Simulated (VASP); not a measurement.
A run of VASP 6.6.1 is set up as follows.

File INCAR:

```
SYSTEM = SnTe
PREC = Accurate ; ENCUT = 520
EDIFF = 1E-7 ; ISMEAR = 0
SIGMA = 0.03 ; LREAL = .False.
LASPH = .True. ; NELM = 100
ALGO = Normal ; ISIF = 2
LWAVE = .False. ; LCHARG = .False.
NBANDS = 17
```

File KPOINTS:

```
Automatic mesh
0
Gamma
  10 10 10
  0 0 0
```

POSCAR

```
SnTe
1.0
    0.0000000000      3.2196300000      3.1565000000
    3.1565000000      0.0000000000      3.1565000000
    3.1565000000      3.2196300000      0.0000000000
Sn Te
1 1
Direct
    0.0000000000      0.0000000000      0.0000000000
    0.5000000000      0.5000000000      0.5000000000
```

Potentials or basis: VASP PAW LDA potentials, release 64 (Sn_d, Te).

Launch:

```console
$ cat potpaw_LDA.64/Sn_d/POTCAR potpaw_LDA.64/Te/POTCAR > POTCAR
$ mpirun -np 1 vasp_std > vasp.out
```

Estimate the pressure.

-2.5 GPa.

What does it give for the band gap on the k mesh?

0.07 eV, direct.

Stress tensor (GPa, compression positive):
```
-1.75  0.00  0.00
 0.00 -3.89  0.00
 0.00  0.00 -1.75
```

Caveat: the cell differs from its parent crystal (strain +0.0200 x Voigt [0, 1, 0, 0, 0, 0]); spin-orbit coupling is left out, which moves the levels of the heavy elements. A k mesh can miss the band edges.
